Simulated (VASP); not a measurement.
CuO (Tenorite): single point with LDA+U

The system is CuO (Tenorite).

```
CELL_PARAMETERS angstrom
2.02840 -2.01858 0.15555
2.02840 2.01858 0.15555
-0.40883 0.00000 5.04825
ATOMIC_POSITIONS crystal
Cu 0.49425 0.99425 0.50185
Cu 0.99425 0.49425 0.00185
O 0.49299 0.49551 0.75185
O 0.49551 0.49299 0.25185
```

| Property | Result |
| --- | --- |
| Program | VASP 6.6.1 |
| Task | single point |
| Functional | LDA |
| Potentials or basis | VASP PAW LDA potentials, release 64 (Cu, O) |
| Cutoff | 520 eV |
| k mesh | 10 × 10 × 5 |
| Occupations | fermi-dirac, width 0.05 eV |
| Spin | no spin polarisation |
| Hubbard terms | Cu d U = 4.5 eV |
| Dipole correction | no |
| Further INCAR settings | ALGO = Normal; EDIFF = 1e-06; NBANDS = 25 |

The pressure is -5.1 GPa and the band gap on the k mesh is zero (band 17 reaches 5.64 eV, above the bottom of band 18 at 4.59 eV).

Stress tensor (GPa, compression positive):
```
-4.76  0.00  0.13
 0.00 -4.65  0.00
 0.13  0.00 -6.02
```

Levels at points of the mesh, in eV from the Fermi level:
| k point | band 14 | band 15 | band 16 | band 17 | band 18 | band 19 | band 20 | band 21 |
| --- | --- | --- | --- | --- | --- | --- | --- | --- |
| (0.00, 0.00, 0.00) | -3.35 | -2.71 | -2.40 | 0.73 | 0.75 | 1.81 | 6.59 | 7.75 |
| (0.50, 0.00, 0.00) | -2.61 | -2.30 | -1.86 | 0.33 | 0.56 | 3.96 | 6.33 | 7.23 |
| (0.50, 0.50, 0.00) | -3.43 | -1.85 | -1.78 | -1.77 | 1.31 | 2.33 | 7.69 | 10.36 |

Eigenvalues of the final occupation matrices:
| site | spin | trace | eigenvalues |
| --- | --- | --- | --- |
| site 1 d | 1 | 4.65 | 0.81 0.94 0.96 0.96 0.98 |
| site 1 d | 2 | 4.65 | 0.81 0.94 0.96 0.96 0.98 |
| site 2 d | 1 | 4.65 | 0.81 0.94 0.96 0.96 0.98 |
| site 2 d | 2 | 4.65 | 0.81 0.94 0.96 0.96 0.98 |

Run time: 84 s on 1 thread of Intel Xeon 6975P-C, with other jobs on the host, peak memory 0.23 GiB.

Caveat: U without spin polarisation on a metal has little footing.
